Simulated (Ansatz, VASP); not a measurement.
Bi in VASP and in Ansatz

```
Bi
1.0
    -2.00615    2.00615    2.00615
     2.00615   -2.00615    2.00615
     2.00615    2.00615   -2.00615
Bi
1
Direct
  0.00000 0.00000 0.00000
```

Change from the starting cell: volume scaled by 1.02, PAW files.

Alike in both runs: task electric field gradients; functional PBE; k mesh 13 × 13 × 13; occupations fermi-dirac, width 0.08 eV; no spin polarisation.

|  | VASP | Ansatz |
| --- | --- | --- |
| version | VASP 6.6.1 | Ansatz 0.2.0 |
| potentials or method | VASP PAW PBE potentials, release 64 (Bi_d) | PAW with Ansatz's default frozen-core files, scalar-relativistic |
| plane-wave cutoff (eV) | 520 | 420 |
| valence electrons in the cell | 15 | 15 |

```csv
,VASP,Ansatz,Ansatz less VASP
pressure (GPa),-1.0,-1.0,+0.06
```

Neither program's run includes spin-orbit coupling.
